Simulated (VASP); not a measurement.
TaN:

```xyz
2
Lattice="3.0816 0.0000 0.0000 1.5408 2.6687 0.0000 1.5408 0.8896 2.5161" Properties=species:S:1:pos:R:3 pbc="T T T"
Ta    3.0816    1.7791    1.2580
N     0.0000    0.0000    0.0000
```

Base run:

- Program: VASP 6.6.1
- Functional: PBE
- Potentials or basis: VASP PAW PBE potentials, release 64 (Ta_pv, N)
- Cutoff: 520 eV
- k mesh: 11 × 11 × 11
- Occupations: methfessel-paxton, width 0.1 eV
- Spin: no spin polarisation

Its results: band gap on the k mesh zero (band 8 reaches 11.61 eV, above the bottom of band 9 at 7.68 eV); pressure 15.5 GPa.

Task: The run is repeated on the same cell with these changes: k mesh from 11 × 11 × 11 to 4 × 4 × 4. What comes out?

Result: Band gap on the k mesh zero (band 8 reaches 11.89 eV, above the bottom of band 9 at 7.71 eV); pressure 16.7 GPa.

Caveats: some runs use coarse meshes; spin-orbit coupling is left out, which moves the levels of the heavy elements.
